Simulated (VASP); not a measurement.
YbH3:

```
CELL_PARAMETERS angstrom
0.00000 2.54130 2.54130
2.54130 0.00000 2.54130
2.54130 2.54130 0.00000
ATOMIC_POSITIONS crystal
Yb 0.00000 0.00000 0.00000
H 0.50000 0.50000 0.50000
H 0.25000 0.25000 0.25000
H 0.75000 0.75000 0.75000
```

Program: VASP 6.6.1. Alike in all runs: task single point; potentials or basis VASP PAW PBE potentials, release 64 (Yb, H); no spin polarisation; cell as given; k mesh 10 × 10 × 10; cutoff (eV) 520; smearing gaussian 0.05 eV.

Q: Order these runs on this cell by their pressure, lowest first.
A. level PBE
B. level r2SCAN
C. level PBEsol
D. level LDA

A: D (-6.9 GPa), C (-4.3 GPa), B (-1.7 GPa), A (-0.1 GPa).

Caveats: the PAW data sets were made with another functional, which shifts forces and pressure a little (some runs).
